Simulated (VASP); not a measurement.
SiC:

```
Si C
1.0
     3.01291    0.00000    0.00000
    -1.50645    2.60925    0.00000
     0.00000    0.00000    9.86507
Si C
4 4
Direct
  0.00000 0.00000 0.18789
  0.00000 0.00000 0.68789
  0.33333 0.66667 0.43784
  0.66667 0.33333 0.93784
  0.00000 0.00000 0.00046
  0.00000 0.00000 0.50046
  0.33333 0.66667 0.24980
  0.66667 0.33333 0.74980
```

This cell differs from its parent crystal: volume scaled by 0.94.

Base run:

```yaml
Program: VASP 6.6.1
Functional: PBEsol
Potentials_or_basis: VASP PAW PBE potentials, release 64 (Si, C)
Cutoff: 520 eV
k_mesh: 10 × 10 × 3
Occupations: fermi-dirac, width 0.05 eV
Spin: no spin polarisation
```

Its results: band gap on the k mesh 2.12 eV, indirect (least direct gap 3.26 eV); pressure 16.5 GPa; largest force 0.027 eV/Å.

The run is repeated on the same cell with these changes: functional from PBEsol to PBE. What comes out?

Band gap on the k mesh 2.23 eV, indirect (least direct gap 3.37 eV); pressure 19.7 GPa; largest force 0.027 eV/Å.

PBE binds less tightly than PBEsol, so the same cell stands under more pressure.

Caveats: the PAW data sets were made with another functional, which shifts forces and pressure a little (some runs).

A k mesh can miss the band edges.
